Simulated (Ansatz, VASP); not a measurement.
# One calculation of YAl2N3, two programs

The input INCAR:

```
PREC = Accurate
ENCUT = 600
EDIFF = 1E-6
ISMEAR = 0
SIGMA = 0.1
LREAL = False
LASPH = True
NELM = 100
ALGO = Normal
ISIF = 3
LWAVE = False
LCHARG = False
GGA = PE
IBRION = 2
NSW = 90
EDIFFG = -0.04
```

The input KPOINTS:

```
Automatic mesh
0
Gamma
  6 6 4
```

Contents of POSCAR:

```
YAl2N3
1.0
    2.4803699450     -2.5111054289      0.0000000000
    2.4803699450      2.5111054289      0.0000000000
    0.0000000000      0.0000000000      5.9155545449
Y Al N
1 2 3
Direct
    0.5000000000      0.5000000000      0.0000000000
    0.0000000000      0.0000000000      0.3157852690
    0.0000000000      0.0000000000      0.6842147310
    0.0000000000      0.5000000000      0.5000000000
    0.5000000000      0.0000000000      0.5000000000
    0.0000000000      0.0000000000      0.0000000000
```

Input for Ansatz:

```yaml
crystal:
  lattice:
    - [2.480369945, -2.5111054289, 0.0]
    - [2.480369945, 2.5111054289, 0.0]
    - [0.0, 0.0, 5.9155545449]
  atoms:
    - { symbol: "Y", position: [0.5, 0.5, 0.0] }
    - { symbol: Al, position: [0.0, 0.0, 0.315785269] }
    - { symbol: Al, position: [0.0, 0.0, 0.684214731] }
    - { symbol: "N", position: [0.0, 0.5, 0.5] }
    - { symbol: "N", position: [0.5, 0.0, 0.5] }
    - { symbol: "N", position: [0.0, 0.0, 0.0] }
basis:
  ecutwfc: 420
kpoints:
  mp_grid: { grid: [6, 6, 4] }
hamiltonian:
  xc: pbe
scf:
  occupations: { method: gaussian, width: 0.1 }
  lower_state_search: "off"
output:
  forces: true
  stress: true
  eigenvalues: true
relax:
  adjacent_minimum: "off"
  f_tol: 0.04
  max_steps: 70
  cell: { stress_tol: 0.4 }
```

Alike in both runs: task relaxation of cell and atoms; functional PBE; k mesh 6 × 6 × 4; occupations gaussian, width 0.1 eV; no spin polarisation.

```csv
,VASP,Ansatz
version,VASP 6.6.1,Ansatz 0.2.0
potentials or method,"VASP PAW PBE potentials, release 64 (Y_sv, Al, N), cutoff 600 eV","scalar-relativistic, plane waves, PAW"
valence electrons in the cell,32,32
```

Ansatz gave:

```
gap on the k mesh at the Fermi level, each at its own relaxed structure (eV) : none
relaxed volume (Å³/atom)                                                     : 12.27
relaxed cell length with the largest relative difference (Å)                 : 5.864
```

Question: Estimate VASP's values.

Answer: gap on the k mesh at the Fermi level, each at its own relaxed structure (eV): none; relaxed volume (Å³/atom): 12.25; relaxed cell length with the largest relative difference (Å): 5.860.

A gap of «none» marks a metal or a gap that the smearing closes.
